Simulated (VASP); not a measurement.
**H: single point with PBEsol**

The system is H.

```
H
1.0
     2.54478   -2.48990    0.00000
     2.54478    2.48990    0.00000
     0.00000    0.00000    4.26607
H
4
Direct
  0.95330 0.04670 0.06851
  0.45330 0.54670 0.43149
  0.54670 0.45330 0.56851
  0.04670 0.95330 0.93149
```

This cell differs from its parent crystal: strain -0.030 along x and y, +0.030 along z.

```json
{
 "Program": "VASP 6.6.1",
 "Task": "single point",
 "Functional": "PBEsol",
 "Potentials or basis": "VASP PAW PBE potentials, release 64 (H)",
 "Cutoff": "520 eV",
 "k mesh": "6 × 6 × 6",
 "Occupations": "gaussian, width 0.05 eV",
 "Spin": "no spin polarisation"
}
```

```json
{
 "Pressure": "0.5 GPa",
 "Largest force": "0.431 eV/Å",
 "Band gap on the k mesh": "9.07 eV, indirect (least direct gap 9.71 eV)"
}
```

Forces on the atoms (eV/Å):
```
H    0.000  0.269  0.336
H    0.000  0.269 -0.336
H    0.000 -0.269  0.336
H    0.000 -0.269 -0.336
```

Stress tensor (GPa, compression positive):
```
-0.12  0.00  0.00
 0.00  0.55  0.00
 0.00  0.00  1.03
```

Levels at points of the mesh, in eV from the valence-band top:
```csv
k point,band 1,band 2,band 3,band 4,band 5,band 6
"(0.00, 0.00, 0.00)",-1.90,0.00,10.76,12.78,13.48,15.32
"(0.50, 0.00, 0.00)",-0.75,-0.75,10.70,10.70,13.54,13.54
"(0.50, 0.50, 0.00)",-0.53,-0.36,9.63,10.45,13.89,15.41
"(0.00, 0.00, 0.50)",-0.98,-0.98,10.49,10.49,15.90,15.90
"(0.50, 0.00, 0.50)",-0.63,-0.63,9.07,9.07,16.09,16.09
"(0.50, 0.50, 0.50)",-0.37,-0.37,10.99,10.99,12.48,12.48
```

Run time: 9.4 s on 1 thread of Intel(R) Xeon(R) 6975P-C (Granite Rapids) (shared host), peak memory 0.16 GiB.

Caveat: the cell differs from its parent crystal (strain -0.030 along x and y, +0.030 along z); the PAW data sets were made with another functional, which shifts forces and pressure a little. A k mesh can miss the band edges.
